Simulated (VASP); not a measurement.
A run of VASP 6.6.1 is set up as follows.

Contents of INCAR:

```
PREC = Accurate
ENCUT = 600
EDIFF = 1E-6
ISMEAR = 0
SIGMA = 0.1
LREAL = False
LASPH = True
NELM = 60
ALGO = Fast
ISIF = 3
LWAVE = False
LCHARG = False
GGA = PE
IBRION = 2
NSW = 100
EDIFFG = -0.01
```

KPOINTS

```
Automatic mesh
0
Gamma
  24 24 24
```

The input POSCAR:

```
Zn
1.0
   -1.5690370000      1.5690370000      1.5690370000
    1.5690370000     -1.5690370000      1.5690370000
    1.5690370000      1.5690370000     -1.5690370000
Zn
1
Direct
    0.0000000000      0.0000000000      0.0000000000
```

Potentials or basis: VASP PAW PBE potentials, release 64 (Zn).

Run with:

```console
$ cat potpaw_PBE.64/Zn/POTCAR > POTCAR
$ mpirun -np 1 vasp_std > vasp.out
```

**Question.** Estimate the relaxed volume.

**Answer.** 15.41 Å³/atom.

**Question.** What does it give for the space group after relaxing (to 0.1 Å)?

**Answer.** Im-3m (No. 229).

**Question.** Predict the band gap on the k mesh.

**Answer.** Zero (bands 6 and 7 overlap by 5.18 eV).

Final structure:
```
Zn
1.0
    -1.56764    1.56764    1.56764
     1.56764   -1.56764    1.56764
     1.56764    1.56764   -1.56764
Zn
1
Direct
  0.00000 0.00000 0.00000
```
